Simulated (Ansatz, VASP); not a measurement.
## Mo2W: VASP beside Ansatz

```
Mo W
1.0
    -1.60000    1.60000    4.80000
     1.60000   -1.60000    4.80000
     1.60000    1.60000   -4.80000
Mo W
2 1
Direct
  0.33333 0.33333 0.00000
  0.66667 0.66667 0.00000
  0.00000 0.00000 0.00000
```

Alike in both runs: task relaxation of cell and atoms; functional PBE; k mesh 8 × 8 × 8; occupations gaussian, width 0.2 eV; no spin polarisation.

|  | VASP | Ansatz |
| --- | --- | --- |
| version | VASP 6.6.1 | Ansatz 0.2.0 |
| potentials or method | VASP PAW PBE potentials, release 64 (Mo_sv, W_sv), cutoff 600 eV | scalar-relativistic, plane waves, PAW |
| valence electrons in the cell | 42 | 42 |

```csv
,VASP,Ansatz,Ansatz less VASP
"gap on the k mesh at the Fermi level, each at its own relaxed structure (eV)",none,none,-
relaxed volume (Å³/atom),15.96,15.92,-0.039
relaxed cell length with the largest relative difference (Å),5.258,5.249,-0.0086
```

A gap of «none» marks a metal or a gap that the smearing closes.

Neither program's run includes spin-orbit coupling.
